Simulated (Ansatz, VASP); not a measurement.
**Two plane-wave programs on MgO**

INCAR

```
SYSTEM = MgO
ALGO     = Normal         ! electronic algorithm
EDIFF    = 1E-6           ! SCF threshold, eV
ENCUT    = 520            ! plane-wave cutoff, eV
GGA      = PE             ! functional
ISIF     = 2              ! what is computed and relaxed
ISMEAR   = 0              ! smearing method
LASPH    = .True.         ! aspherical terms in the spheres
LCHARG   = .False.        ! write CHGCAR
LREAL    = .False.        ! projectors in reciprocal space
LWAVE    = .False.        ! write WAVECAR
NBANDS   = 16             ! bands
NELM     = 60             ! most SCF steps
PREC     = Accurate       ! precision mode
SIGMA    = 0.01           ! smearing width, eV
```

File KPOINTS:

```
k-points
0
Gamma
  6 6 4
  0 0 0
```

POSCAR

```
MgO
1.0
    3.4840197850      0.0000000000      0.0000000000
   -1.7420098925      3.0172496411      0.0000000000
    0.0000000000      0.0000000000      4.1853204440
Mg O
2 2
Direct
    0.3333333333      0.6666666667      0.2500000000
    0.6666666667      0.3333333333      0.7500000000
    0.6666666667      0.3333333333      0.2500000000
    0.3333333333      0.6666666667      0.7500000000
```

Input for Ansatz:

```yaml
crystal:
  lattice:
    - [3.484019785, 0.0, 0.0]
    - [-1.7420098925, 3.0172496411, 0.0]
    - [0.0, 0.0, 4.185320444]
  atoms:
    - { symbol: Mg, position: [0.3333333333, 0.6666666667, 0.25] }
    - { symbol: Mg, position: [0.6666666667, 0.3333333333, 0.75] }
    - { symbol: O, position: [0.6666666667, 0.3333333333, 0.25] }
    - { symbol: O, position: [0.3333333333, 0.6666666667, 0.75] }
kpoints:
  mp_grid: { grid: [6, 6, 4] }
hamiltonian:
  xc: pbe
scf:
  occupations: { method: fixed }
  n_extra_bands: 5
  max_iter: 91
output:
  forces: true
  stress: true
  eigenvalues: true
basis:
  ecutrho_ratio: 12
```

Alike in both runs: task single point; functional PBE; k mesh 6 × 6 × 4; no spin polarisation.

|  | VASP | Ansatz |
| --- | --- | --- |
| version | VASP 6.6.1 | Ansatz 0.2.0 |
| potentials or method | VASP PAW PBE potentials, release 64 (Mg, O) | plane waves |
| plane-wave cutoff (eV) | 520 | 420 |
| occupations | gaussian, width 0.01 eV | fixed |
| valence electrons in the cell | 16 | 32 |

|  | VASP | Ansatz | Ansatz less VASP |
| --- | --- | --- | --- |
| gap on the k mesh at the Fermi level (eV) | 3.43 | 3.45 | +0.016 |
| pressure (GPa) | 4.0 | 4.5 | +0.49 |
| traceless stress, the component that is largest in VASP (GPa) | 0.31 | 0.42 | +0.105 |

VASP's potentials hold 16 valence electrons a cell and Ansatz's 32, so a difference there can come from the potentials and not from the codes.
